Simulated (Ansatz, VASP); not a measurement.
SiO2: VASP beside Ansatz

```
Si O
1.0
     5.03870    0.00000    0.00000
    -2.51935    4.36364    0.00000
     0.00000    0.00000    5.63535
Si O
3 6
Direct
  0.00000 0.50000 0.33333
  0.50000 0.50000 0.66667
  0.50000 0.00000 0.00000
  0.58139 0.79070 0.83333
  0.79070 0.58139 0.50000
  0.79070 0.20930 0.16667
  0.41861 0.20930 0.83333
  0.20930 0.41861 0.50000
  0.20930 0.79070 0.16667
```

Change from the starting cell: strain along c alone, the other axes held, atoms relaxed: +2.0 %.

Alike in both runs: functional LDA; k mesh 6 × 6 × 4; occupations gaussian, width 0.02 eV; no spin polarisation.

Ansatz relaxed the structure, and its values are those at the end. VASP's run is a single point on that final structure, the one shown.

|  | VASP | Ansatz |
| --- | --- | --- |
| version | VASP 6.6.1 | Ansatz 0.2.0 |
| potentials or method | VASP PAW LDA potentials, release 64 (Si, O), cutoff 520 eV | scalar-relativistic, plane waves, PAW |
| valence electrons in the cell | 48 | 48 |

Ansatz gave:

```
gap on the k mesh at the Fermi level (eV) : 5.39
least direct gap on the mesh (eV)         : 5.55
pressure (GPa)                            : -2.9
rms of the force components (eV/Å)        : 0.000
```

Problem. Estimate VASP's values.

Solution. gap on the k mesh at the Fermi level (eV): 5.39; least direct gap on the mesh (eV): 5.55; pressure (GPa): -2.3; rms of the force components (eV/Å): 0.004.

LDA's correlation is that of Perdew and Zunger in VASP and of Perdew and Wang (1992) in Ansatz. Ansatz's warnings: stress scf threshold loose.
